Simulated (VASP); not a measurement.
Wanted: the native input for a VASP 6.6.1 run.

| Quantity | Value |
| --- | --- |
| Task | single point |
| Functional | LDA |
| Potentials or basis | VASP PAW LDA potentials, release 64 (C, H) |
| Cutoff | 520 eV |
| k mesh | 6 × 3 × 1 |
| Occupations | gaussian, width 0.1 eV |
| Spin | no spin polarisation |
| Dipole correction | yes |
| Further INCAR settings | ALGO = Normal; EDIFF = 1e-06; NBANDS = 38 |

The structure of HC6 lies in POSCAR:

```
HC6
1.0
    4.8895256614      0.0000000000      0.0000000000
   -1.2223814153      8.7849592876      0.0000000000
    0.0000000000      0.0000000000     22.7474729025
C H
12 2
Direct
    0.0193612757      0.0774451030      0.1758437088
    0.5193612758      0.0774451030      0.1758437088
    0.2742015947      0.0968063788      0.2059542860
    0.7742015947      0.0968063788      0.2059542860
    0.2838822326      0.1355289303      0.2661754406
    0.7838822326      0.1355289303      0.2661754406
    0.0386279421      0.1545151615      0.2955067254
    0.5386279421      0.1545151615      0.2955067254
    0.0488684834      0.1954807970      0.3583587359
    0.5488684834      0.1954807970      0.3583587359
    0.3031723044      0.2126952264      0.3845470194
    0.8031723044      0.2126952264      0.3845470194
    0.0488684834      0.1289050446      0.4324644300
    0.0488684834      0.2620565494      0.4324644300
```

These files were run (other wordings do the same):

INCAR

```
PREC = Accurate
ENCUT = 520
EDIFF = 1E-6
ISMEAR = 0
SIGMA = 0.1
LREAL = F
LASPH = T
NELM = 60
ALGO = Normal
ISIF = 2
LWAVE = F
LCHARG = F
LDIPOL = T
IDIPOL = 3
DIPOL = 0.5 0.5 0.303
NBANDS = 38
```

KPOINTS

```
regular mesh
0
Gamma
  6 3 1
```

Potentials or basis: VASP PAW LDA potentials, release 64 (C, H).

Run with:

```bash
$ cat potpaw_LDA.64/C/POTCAR potpaw_LDA.64/H/POTCAR > POTCAR
$ mpirun -np 1 vasp_std > vasp.out
```

It gave:

```yaml
Largest_force: 5.299 eV/Å
Band_gap_on_the_k_mesh: zero (bands 25 and 26 overlap by 0.01 eV)
```

Run time: 29 min on 1 thread of Intel Xeon 8259CL, with other jobs on the host, peak memory 0.79 GiB.
